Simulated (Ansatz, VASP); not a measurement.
## NiO in VASP and in Ansatz

```
Ni O
1.0
     3.59573    0.00000    0.01232
     0.00000    2.64299    0.00000
    -0.03798    0.00000    4.93960
Ni O
2 2
Direct
  0.00000 0.00000 0.00000
  0.00000 0.00000 0.50000
  0.82738 0.50000 0.24949
  0.17262 0.50000 0.75051
```

Change from the starting cell: the structure that the rattled cell fell into.

Alike in both runs: functional PBE; k mesh 6 × 6 × 4; occupations gaussian, width 0.1 eV; no spin polarisation.

Ansatz relaxed the structure, and its values are those at the end. VASP's run is a single point on that final structure, the one shown.

|  | VASP | Ansatz |
| --- | --- | --- |
| version | VASP 6.6.1 | Ansatz 0.2.0 |
| potentials or method | VASP PAW PBE potentials, release 64 (Ni, O), cutoff 520 eV | scalar-relativistic, plane waves, PAW |
| valence electrons in the cell | 32 | 48 |

Ansatz gave:

- gap on the k mesh at the Fermi level (eV): none
- pressure (GPa): 0.1
- rms of the force components (eV/Å): 0.001

Q: Which values does VASP return?

A: gap on the k mesh at the Fermi level (eV): none; pressure (GPa): 0.6; rms of the force components (eV/Å): 0.013.

A gap of «none» marks a metal or a gap that the smearing closes. With one functional, cell and mesh, what is left measures potentials, basis and numerics. VASP's potentials hold 32 valence electrons a cell and Ansatz's 48, so a difference there can come from the potentials and not from the codes.

The k mesh is coarse, so the values compare programs but aren't converged.
